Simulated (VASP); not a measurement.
# BaSbH5 (P4/mmm) in VASP: single point with PBE

Aim: the single point of BaSbH5 with PBE.

Program: VASP 6.6.1. These are calculated values, not measurements. Logs are shortened: lines on timing, memory, paths and dates and some standing lists are left out, and cuts for length are marked.

## Step 1: The cell of the first run

Symmetry: P4/mmm, No. 123, tetragonal system. Conventional cell: a = 3.763 Å, b = 3.763 Å, c = 6.633 Å, α = 90.00°, β = 90.00°, γ = 90.00°. Ba (site symmetry 4/mmm) has 12 H at 2.66 to 2.67 Å within 3.5 Å. Sb (site symmetry 4/mmm) has 8 H at 2.36 Å within 3.1 Å. H (site symmetry 2mm) has 2 Sb at 2.36 Å and 7 H at 2.66 to 2.84 Å and 2 Ba at 2.67 Å within 3.1 Å. H (site symmetry 4/mmm) has 4 Ba at 2.66 Å and 8 H at 2.67 Å and 2 Sb at 3.32 Å within 3.5 Å.

## Step 2: Single point, PBE

File INCAR:

```
SYSTEM = BaSbH5
  PREC = Accurate
  ENCUT = 520
  EDIFF = 1E-7
  ISMEAR = 0
  SIGMA = 0.1
  LREAL = .False.
  LASPH = .True.
  NELM = 80
  ALGO = Normal
  ISIF = 2
  LWAVE = .False.
  LCHARG = .False.
  GGA = PE
  NBANDS = 19
```

File KPOINTS:

```
Automatic mesh
0
Gamma
  4 4 4
  0 0 0
```

File POSCAR:

```
BaSbH5
1.0
    3.7628123400      0.0000000000      0.0000000000
    0.0000000000      3.7628123400      0.0000000000
    0.0000000000      0.0000000000      6.6333583900
Ba Sb H
1 1 5
Direct
    0.5000000000      0.5000000000      0.0000000000
    0.0000000000      0.0000000000      0.5000000000
    0.0000000000      0.5000000000      0.2857522100
    0.0000000000      0.5000000000      0.7142477900
    0.5000000000      0.0000000000      0.2857522100
    0.5000000000      0.0000000000      0.7142477900
    0.0000000000      0.0000000000      0.0000000000
```

Potentials or basis: VASP PAW PBE potentials, release 64 (Ba_sv, Sb, H).

The run is started by

```bash
$ cat potpaw_PBE.64/Ba_sv/POTCAR potpaw_PBE.64/Sb/POTCAR potpaw_PBE.64/H/POTCAR > POTCAR
$ mpirun -np 1 vasp_std > vasp.out
```

OUTCAR:

```text
SYSTEM = BaSbH5
   PREC = Accurate
   ENCUT = 520
   EDIFF = 1E-7
   ISMEAR = 0
   LREAL = .False.
   LASPH = .True.
   NELM = 80
   ISIF = 2
   GGA = PE

 ion  position               nearest neighbor table
   1  0.500  0.500  0.000-   7 2.66   7 2.66   7 2.66   7 2.66   3 2.67   5 2.67   6 2.67   4 2.67
                             3 2.67   4 2.67   5 2.67   6 2.67   2 4.25   2 4.25   2 4.25   2 4.25
   2  0.000  0.000  0.500-   1 4.25   1 4.25   1 4.25   1 4.25   1 4.25   1 4.25   1 4.25   1 4.25

   3  0.000  0.500  0.286-   1 2.67   1 2.67
   4  0.000  0.500  0.714-   1 2.67   1 2.67
   5  0.500  0.000  0.286-   1 2.67   1 2.67
   6  0.500  0.000  0.714-   1 2.67   1 2.67
   7  0.000  0.000  0.000-   1 2.66   1 2.66   1 2.66   1 2.66

  LATTYP: Found a simple tetragonal cell.
 ALAT       =     3.7628123400
 C/A-ratio  =     1.7628724982

  Lattice vectors:

 A1 = (   3.7628123400,   0.0000000000,   0.0000000000)
 A2 = (   0.0000000000,   3.7628123400,   0.0000000000)
 A3 = (   0.0000000000,   0.0000000000,   6.6333583900)

Analysis of symmetry for initial positions (statically):
=====================================================================
 Subroutine PRICEL returns:
 Original cell was already a primitive cell.

 Routine SETGRP: Setting up the symmetry group for a
 simple tetragonal supercell.

 Subroutine GETGRP returns: Found 16 space group operations
 (whereof 16 operations were pure point group operations)
 out of a pool of 16 trial point group operations.

The static configuration has the point symmetry D_4h.

Analysis of symmetry for dynamics (positions and initial velocities):
=====================================================================
 Subroutine PRICEL returns:
 Original cell was already a primitive cell.

 Routine SETGRP: Setting up the symmetry group for a
 simple tetragonal supercell.

 Subroutine GETGRP returns: Found 16 space group operations
 (whereof 16 operations were pure point group operations)
 out of a pool of 16 trial point group operations.

The dynamic configuration has the point symmetry D_4h.

 Subroutine INISYM returns: Found 16 space group operations
 (whereof 16 operations are pure point group operations),
 and found     1 'primitive' translations

----------------------------------------------------------------------------------------

                                     Primitive cell

  volume of cell :      93.9201

  direct lattice vectors                    reciprocal lattice vectors
     3.762812340  0.000000000  0.000000000     0.265758669  0.000000000  0.000000000
     0.000000000  3.762812340  0.000000000     0.000000000  0.265758669  0.000000000
     0.000000000  0.000000000  6.633358390     0.000000000  0.000000000  0.150753199

  length of vectors
     3.762812340  3.762812340  6.633358390     0.265758669  0.265758669  0.150753199

  position of ions in fractional coordinates (direct lattice)
     0.500000000  0.500000000  0.000000000
     0.000000000  0.000000000  0.500000000
     0.000000000  0.500000000  0.285752210
     0.000000000  0.500000000  0.714247790
     0.500000000  0.000000000  0.285752210
     0.500000000  0.000000000  0.714247790
     0.000000000  0.000000000  0.000000000

  ion indices of the primitive-cell ions
   primitive index   ion index
                 1           1
                 2           2
                 3           3
                 4           4
                 5           5
                 6           6
                 7           7

----------------------------------------------------------------------------------------

 KPOINTS: Automatic mesh

Automatic generation of k-mesh.
 Grid dimensions read from file:
 generate k-points for:    4    4    4

 Generating k-lattice:

  Cartesian coordinates                     Fractional coordinates (reciprocal lattice)
     0.066439667  0.000000000  0.000000000     0.250000000  0.000000000  0.000000000
     0.000000000  0.066439667  0.000000000     0.000000000  0.250000000  0.000000000
     0.000000000  0.000000000  0.037688300     0.000000000  0.000000000  0.250000000

  Length of vectors
     0.066439667  0.066439667  0.037688300

  Shift w.r.t. Gamma in fractional coordinates (k-lattice)
     0.000000000  0.000000000  0.000000000

 Subroutine IBZKPT returns following result:
 ===========================================

 Found     18 irreducible k-points:

 Following reciprocal coordinates:
            Coordinates               Weight
  0.000000  0.000000  0.000000      1.000000
  0.250000  0.000000  0.000000      4.000000
  0.500000  0.000000  0.000000      2.000000
  0.250000  0.250000  0.000000      4.000000
  0.500000  0.250000  0.000000      4.000000
  0.500000  0.500000  0.000000      1.000000
[... 10 lines left out ...]
  0.500000  0.250000  0.500000      4.000000
  0.500000  0.500000  0.500000      1.000000
   k-points           NKPTS =     18   k-points in BZ     NKDIM =     18   number of bands    NBANDS=     19
   number of dos      NEDOS =    301   number of ions     NIONS =      7
   total plane-waves  NPLWV =  39200
   dimension x,y,z NGX =    28 NGY =   28 NGZ =   50
   dimension x,y,z NGXF=    56 NGYF=   56 NGZF=  100
   ions per type =               1   1   5
   NGX,Y,Z   is equivalent  to a cutoff of  12.37, 12.37, 12.53 a.u.
   NGXF,Y,Z  is equivalent  to a cutoff of  24.74, 24.74, 25.06 a.u.
 SYSTEM =  BaSbH5
   PREC   = accura    normal or accurate (medium, high low for compatibility)
   ISTART =      0    job   : 0-new  1-cont  2-samecut
   ICHARG =      2    charge: 1-file 2-atom 10-const
   ISPIN  =      1    spin polarized calculation?
   LNONCOLLINEAR =      F non collinear calculations
   LSORBIT =      F    spin-orbit coupling
   LASPH  =      T    aspherical Exc in radial PAW
   ENCUT  =  520.0 eV  38.22 Ry    6.18 a.u.   7.00  7.00 12.33*2*pi/ulx,y,z
   NELM   =     80;   NELMIN=  2; NELMDL= -5     # of ELM steps
   EDIFF  = 0.1E-06   stopping-criterion for ELM
   LREAL  =      F    real-space projection
   EDIFFG = 0.1E-05   stopping-criterion for IOM
   NSW    =      0    number of steps for IOM
   IBRION =     -1    ionic relax: 0-MD 1-quasi-New 2-CG
   NFREE  =      0    steps in history (QN), initial steepest desc. (CG)
   ISIF   =      2    stress and relaxation
   ISYM   =      2    0-nonsym 1-usesym 2-fastsym
   POTIM  = 0.5000    time-step for ionic-motion
   TEBEG  =    0.0;   TEEND  =   0.0 temperature during run
   PSTRESS=    0.0 pullay stress
   NELECT =      20.0000    total number of electrons
   NUPDOWN=      -1.0000    fix difference up-down
   EMIN   =  10.00;   EMAX   =-10.00  energy-range for DOS
   EFERMI =   0.00;   METHOD = LEGACY
   ISMEAR =     0;   SIGMA  =   0.10  broadening in eV -4-tet -1-fermi 0-gaus
   EFERMI_NEDOS =   21; number of points for ismear=-14 and -15
   IALGO  =     38    algorithm
   IMIX   =      4    mixing-type and parameters
     AMIX     =   0.40;   BMIX     =  1.00
     AMIX_MAG =   1.60;   BMIX_MAG =  1.00
  volume/ion in A,a.u.               =      13.42        90.54
  Fermi-wavevector in a.u.,A,eV,Ry     =   0.977609  1.847414 13.003358  0.955720
  Thomas-Fermi vector in A             =   2.108320
   LORBIT       =      0    0 simple, 1 ext, 2 COOP (PROOUT), +10 PAW based schemes
   GGA     = PE    functional components
   LHFCALC =     F    Hartree Fock is set to
   AEXX    =    0.0000 exact exchange contribution
   IVDW    =     0    specifies the selected vdW correction
   LEPSILON=     F    determine dielectric tensor
   LRPA    =     F    only Hartree local field effects (RPA)
 non-spin polarized calculation
 Gauss-broadening in eV      SIGMA  =   0.10
  energy-cutoff  :      520.00
  volume of cell :       93.92
 maximum number of plane-waves:      2572
 NGX is ok and might be reduce to    28
   NGX = 13   NGY = 13   NGZ = 25

 number of electron      19.9999995 magnetization

 Free energy of the ion-electron system (eV)
  ---------------------------------------------------
  ext. energy  EPLUGINS =         0.00000000
  ---------------------------------------------------
  free energy    TOTEN  =       -21.33774442 eV

  energy without entropy =      -21.33576943  energy(sigma->0) =      -21.33675692

 E-fermi :   3.0283     XC(G=0):  -9.0915

 val. band max:        2.9461459181   @ k =   0.0000   0.0000   0.2500
 cond. band min:       3.0683160722   @ k =   0.0000   0.0000   0.5000
 fundamental gap:      0.1221701541
 Fermi energy:         3.0283084717

 k-point     1 :       0.0000    0.0000    0.0000
  band No.  band energies     occupation
      1     -23.8940      2.00000
      2      -9.4527      2.00000
      3      -8.6063      2.00000
      4      -8.6063      2.00000
      5      -8.0595      2.00000
      6      -2.0768      2.00000
[... 11 lines left out ...]
     18      10.2542      0.00000
     19      10.5797      0.00000

 k-point     2 :       0.2500    0.0000    0.0000
  band No.  band energies     occupation
      1     -23.8377      2.00000
      2      -9.3481      2.00000
      3      -9.3192      2.00000
      4      -8.5478      2.00000
      5      -7.4980      2.00000
      6      -1.8608      2.00000
[... 11 lines left out ...]
     18       8.9883      0.00000
     19      10.9828      0.00000

 k-point     3 :       0.5000    0.0000    0.0000
  band No.  band energies     occupation
      1     -23.7801      2.00000
      2      -9.9280      2.00000
      3      -9.1763      2.00000
      4      -8.4878      2.00000
      5      -6.7546      2.00000
      6      -2.9027      2.00000
[... 302 lines left out ...]
      1     -23.7275      2.00000
      2      -9.7540      2.00000
      3      -9.0840      2.00000
      4      -9.0835      2.00000
      5      -6.3731      2.00000
      6      -2.4231      2.00000
[... 11 lines left out ...]
     18      10.0438      0.00000
     19      10.7627      0.00000

 k-point    18 :       0.5000    0.5000    0.5000
  band No.  band energies     occupation
      1     -23.6739      2.00000
      2      -9.6019      2.00000
      3      -9.6019      2.00000
      4      -8.9585      2.00000
      5      -5.5017      2.00000
      6      -2.4099      2.00000
[... 11 lines left out ...]
     18      12.0388      0.00000
     19      12.3803      0.00000

------------------------ aborting loop because EDIFF is reached ----------------------------------------

  FORCE on cell =-STRESS in cart. coord.  units (eV):
  Direction    XX          YY          ZZ          XY          YZ          ZX
  --------------------------------------------------------------------------------------
  -------------------------------------------------------------------------------------
  Total       -0.1672587     -0.1672587     -3.2413555      0.0000000      0.0000000      0.0000000
  in kB       -2.8532559     -2.8532559    -55.2940843      0.0000000      0.0000000      0.0000000
  external PRESSURE =     -20.3335320 kB  Pullay stress =       0.0000000 kB

 VOLUME and BASIS-vectors are now :
 -----------------------------------------------------------------------------
  energy-cutoff  :      520.00
  volume of cell :       93.92
      direct lattice vectors                 reciprocal lattice vectors
     3.762812340  0.000000000  0.000000000     0.265758669  0.000000000  0.000000000
     0.000000000  3.762812340  0.000000000     0.000000000  0.265758669  0.000000000
     0.000000000  0.000000000  6.633358390     0.000000000  0.000000000  0.150753199

 POSITION                                       TOTAL-FORCE (eV/Angst)
 -----------------------------------------------------------------------------------
      1.88141      1.88141      0.00000         0.000000      0.000000      0.000000
      0.00000      0.00000      3.31668         0.000000      0.000000      0.000000
      0.00000      1.88141      1.89550         0.000000      0.000000      0.737000
      0.00000      1.88141      4.73786        -0.000000      0.000000     -0.737000
      1.88141      0.00000      1.89550        -0.000000     -0.000000      0.737000
      1.88141      0.00000      4.73786         0.000000     -0.000000     -0.737000
      0.00000      0.00000      0.00000         0.000000      0.000000      0.000000
 -----------------------------------------------------------------------------------
    total drift:                                0.000000      0.000000     -0.000000

  FREE ENERGIE OF THE ION-ELECTRON SYSTEM (eV)
  ---------------------------------------------------
  free  energy   TOTEN  =       -21.3377444221 eV

  energy  without entropy=      -21.3357694272  energy(sigma->0) =      -21.33675692
```

Wall time 17 s (1 thread of Intel Xeon 6975P-C (Granite Rapids), shared host); peak memory 0.2 GiB.

What came out:

* Free energy: -21.3377 eV
* Pressure: -2.0 GPa
* Largest force: 0.737 eV/Å
* Band gap on the k mesh: zero (band 10 reaches 3.22 eV, above the bottom of band 11 at 2.12 eV)

Forces on the atoms (eV/Å):
```
Ba   0.000  0.000  0.000
Sb   0.000  0.000  0.000
H    0.000  0.000  0.737
H    0.000  0.000 -0.737
H    0.000  0.000  0.737
H    0.000  0.000 -0.737
H    0.000  0.000  0.000
```

Levels at points of the mesh, in eV from the Fermi level:
```tsv
k point	band 8	band 9	band 10	band 11	band 12	band 13
(0.00, 0.00, 0.00)	-1.91	-0.41	-0.18	0.57	0.57	3.11
(0.50, 0.00, 0.00)	-2.11	-0.99	0.19	0.94	1.25	2.94
(0.50, 0.50, 0.00)	-2.95	-2.95	-2.90	-0.91	1.59	3.56
(0.00, 0.00, 0.50)	-1.35	-1.29	0.04	0.45	0.45	4.00
(0.50, 0.00, 0.50)	-3.14	-1.41	-0.38	1.32	2.53	3.03
(0.50, 0.50, 0.50)	-3.45	-1.92	-1.92	0.24	1.80	1.80
```

Caveat: the k points lie up to 0.42 Å⁻¹ apart; spin-orbit coupling is left out, which moves the levels of the heavy elements.
